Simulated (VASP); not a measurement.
Au: single point with LDA

Au, a slab with vacuum:

```xyz
16
Lattice="8.1600 0.0000 0.0000 0.0000 5.7700 0.0000 0.0000 0.0000 15.3275" Properties=species:S:1:pos:R:3 pbc="T T T"
Au    2.0400    1.4425    1.0000
Au    6.1200    1.4425    1.0000
Au    2.0400    4.3275    1.0000
Au    6.1200    4.3275    1.0000
Au   -0.0004   -0.1556    2.0471
Au    4.0218    0.1481    2.0974
Au   -0.0108    2.8511    1.7863
Au    3.9338    2.8362    2.1548
Au    2.1117    0.9498    3.9061
Au    6.3518    0.8277    3.7573
Au    2.0480    3.8509    3.6695
Au    6.5571    3.8082    3.7837
Au    0.1581   -0.4213    5.1728
Au    4.0767   -0.6064    4.8268
Au    0.1703    2.2958    5.2090
Au    4.3601    2.3296    4.7342
```

- Program: VASP 6.6.1
- Task: single point
- Functional: LDA
- Potentials or basis: VASP PAW LDA potentials, release 64 (Au)
- Cutoff: 520 eV
- k mesh: 2 × 3 × 1
- Occupations: fermi-dirac, width 0.1 eV
- Spin: no spin polarisation
- Dipole correction: no
- Further INCAR settings: LREAL = Auto; ALGO = Normal; EDIFF = 1e-06; NBANDS = 102

- Largest force: 2.163 eV/Å
- Band gap on the k mesh: zero (bands 88 and 89 overlap by 0.41 eV)

Forces in eV/Å, atoms in the order of the input:
```
Au  -0.778 -0.462 -0.603
Au  -0.660 -0.123 -0.102
Au   0.659  0.447 -0.893
Au  -1.542  0.033  0.013
Au   0.524  0.850  0.167
Au   0.966 -1.260 -0.044
Au   0.478 -0.465  0.431
Au   1.806  0.812 -0.871
Au  -0.333  0.400  0.000
Au  -0.420  0.185  0.515
Au  -1.103 -0.198  1.332
Au  -0.853 -0.136  0.453
Au   0.246 -0.550 -0.170
Au   1.112 -0.208 -0.195
Au  -0.064  0.463 -0.435
Au  -0.038  0.210  0.401
```

Levels at points of the mesh, in eV from the Fermi level:
| k point | band 84 | band 85 | band 86 | band 87 | band 88 | band 89 | band 90 | band 91 |
| --- | --- | --- | --- | --- | --- | --- | --- | --- |
| (0.00, 0.00, 0.00) | -1.30 | -1.16 | -1.04 | -0.52 | 0.14 | 0.28 | 0.86 | 0.94 |
| (0.50, 0.00, 0.00) | -1.38 | -0.36 | -0.19 | 0.02 | 0.30 | 0.42 | 0.46 | 0.53 |

Wall time 22 min on 1 thread of Oxide Virtual Turin-like Processor, with other jobs on the host, peak memory 0.59 GiB.

Caveat: the k points lie up to 0.38 Å⁻¹ apart; the atoms stand as in a frame of molecular dynamics; there is no dipole correction, which matters where the two faces differ; spin-orbit coupling is left out, which moves the levels of the heavy elements.
